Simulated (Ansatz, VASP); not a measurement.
# Two plane-wave programs on GaSb

```
Ga Sb
1.0
     0.00000    3.06647    3.06647
     3.06647    0.00000    3.06647
     3.06647    3.06647    0.00000
Ga Sb
1 1
Direct
  0.00000 0.00000 0.00000
  0.25000 0.25000 0.25000
```

Alike in both runs: task single point; functional r2SCAN; k mesh 8 × 8 × 8; non-collinear spin, spin-orbit coupling.

|  | VASP | Ansatz |
| --- | --- | --- |
| version | VASP 6.6.1 | Ansatz 0.2.0 |
| potentials or method | VASP PAW PBE potentials, release 64 (Ga_d, Sb), cutoff 520 eV | plane waves, PAW |
| occupations | gaussian, width 0.01 eV | fixed |
| valence electrons in the cell | 18 | 28 |

|  | VASP | Ansatz | Ansatz less VASP |
| --- | --- | --- | --- |
| net moment per atom (μB) | 0.00 | 0.00 | 0.000 |

VASP's potentials were made for PBE, not for r2SCAN. VASP's potentials hold 18 valence electrons a cell and Ansatz's 28, so a difference there can come from the potentials and not from the codes.
